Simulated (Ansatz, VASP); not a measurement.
## Two plane-wave programs on YF5

```xyz
6
Lattice="4.8715 0.0000 0.0000 0.0000 4.8715 0.0000 0.0000 0.0000 4.3119" Properties=species:S:1:pos:R:3 pbc="T T T"
Y     2.4357    2.4357    0.0000
F     1.5176    0.0000    0.0000
F     3.3538    0.0000    0.0000
F     0.0000    1.5176    0.0000
F     0.0000    3.3538    0.0000
F     2.4357    2.4357    2.1560
```

Alike in both runs: task single point; functional PBE; k mesh 4 × 4 × 4; occupations gaussian, width 0.1 eV; collinear spin.

```csv
,VASP,Ansatz
version,VASP 6.6.1,Ansatz 0.2.0
potentials or method,"VASP PAW PBE potentials, release 64 (Y_sv, F), cutoff 520 eV","scalar-relativistic, plane waves, PAW"
valence electrons in the cell,46,46
```

```tsv
	VASP	Ansatz	Ansatz less VASP
pressure (GPa)	-0.3	0.0	+0.24
rms of the force components (eV/Å)	0.008	0.005	-0.0031
net moment per atom (μB)	0.15	0.15	0.000
```

Atom by atom the forces differ by 0.013 eV/Å (rms over components). The functional is the same, so the differences come from potentials, cutoffs and numerics.
